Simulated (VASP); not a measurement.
Runs of VASP 6.6.1 on Yb. The structure is that of space group Fd-3m (No. 227), or close to it. The cells are those of the table. This isn't the form of Yb at room conditions, which is fcc.

```tsv
task	cell	cutoff (eV)	gap on the mesh (eV)	pressure (GPa)
single point	a = 6.029 Å, angles 60.0°, 2 atoms	520	none	0.0
single point	a = 6.192 Å, angles 60.0°, 2 atoms	520	none	-0.5
single point	a = 6.347 Å, angles 60.0°, 2 atoms	520	none	(a)
single point	a = 6.112 Å, angles 60.0°, 2 atoms	520	none	-0.6
relaxation of cell and atoms	relaxed from a = 5.402 Å, angles 60.0°, 2 atoms	600	none	0.0
```

Alike in all rows: level PBE; potentials or basis VASP PAW PBE potentials, release 64 (Yb); no spin polarisation; k mesh 7 × 7 × 7; smearing fermi-dirac 0.1 eV.

**Question.** Fill in the values left out.

**Answer.** (a) -0.4.

Caveats: spin-orbit coupling is left out, which moves the levels of the heavy elements.

A k mesh can miss the band edges, and the runs leave out spin-orbit coupling on Yb.

A gap of «none» marks levels without a gap at the run's occupations.
